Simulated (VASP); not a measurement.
The system is Al.

```
Al
1.0
     0.00000    2.02481    2.02481
     2.02481    0.00000    2.02481
     2.02481    2.02481    0.00000
Al
1
Direct
  0.00000 0.00000 0.00000
```

- Program: VASP 6.6.1
- Task: relaxation of volume and atoms at fixed shape
- Functional: PBEsol
- Potentials or basis: VASP PAW PBE potentials, release 64 (Al)
- Cutoff: 600 eV
- k mesh: 7 × 7 × 7
- Occupations: methfessel-paxton, width 0.05 eV
- Spin: no spin polarisation

At the start: pressure -2.8 GPa; volume 16.60 Å³/atom.

Question: How do energy, volume and symmetry change on relaxing?

Answer: Over 3 steps the energy falls by 4.7 meV/atom and the volume is 16.07 Å³/atom (-3.2 %); space group Fm-3m (No. 225, to 0.05 Å).

The path:
| step | energy change (eV) | largest force (eV/Å) | pressure (GPa) | volume (Å³) |
| --- | --- | --- | --- | --- |
| 1 | 0.0000 | 0.0000 | -2.78 | 16.60 |
| 2 | -0.0043 | 0.0000 | 0.87 | 15.92 |
| 3 | -0.0047 | 0.0000 | 0.01 | 16.07 |

Final structure:
```
CELL_PARAMETERS angstrom
0.00000 2.00292 2.00292
2.00292 0.00000 2.00292
2.00292 2.00292 0.00000
ATOMIC_POSITIONS crystal
Al 0.00000 0.00000 0.00000
```

Caveat: the k points lie up to 0.39 Å⁻¹ apart in the final cell; the PAW data sets were made with another functional, which shifts forces and pressure a little.
